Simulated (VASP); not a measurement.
NbH, 4 atoms in the cell. The structure is orthorhombic, space group Cmme (No. 67). The conventional cell has a = 3.605 Å, b = 4.765 Å, c = 4.751 Å, α = 90.00°, β = 90.00°, γ = 90.00°. Within 2.6 Å of Nb (site symmetry mm2) lie 4 H at 1.97 Å. Within 2.4 Å of H (site symmetry 222) lie 4 H at 1.80 to 2.38 Å and 4 Nb at 1.97 Å. 

| Quantity | Value |
| --- | --- |
| Program | VASP 6.6.1 |
| Task | single point |
| Functional | PBEsol |
| Potentials or basis | VASP PAW PBE potentials, release 64 (Nb_sv, H) |
| Cutoff | 500 eV |
| k mesh | 6 × 6 × 4 |
| Occupations | gaussian, width 0.05 eV |
| Spin | no spin polarisation |
| Dipole correction | no |
| Further INCAR settings | ALGO = Normal; EDIFF = 1e-06; NBANDS = 22 |

Potentials or basis: VASP PAW PBE potentials, release 64 (Nb_sv, H).

Command:

```sh
$ cat potpaw_PBE.64/Nb_sv/POTCAR potpaw_PBE.64/H/POTCAR > POTCAR
$ mpirun -np 1 vasp_std > vasp.out
```

Hardware: 1 thread of Intel(R) Xeon(R) Platinum 8375C CPU @ 2.90GHz (Ice Lake), with other jobs on the host.

Estimate the wall time of this run.

Wall time 16 s on 1 thread of Intel(R) Xeon(R) Platinum 8375C CPU @ 2.90GHz (Ice Lake), with other jobs on the host, peak memory 0.16 GiB. Counts: scf iterations 13, k points 39.
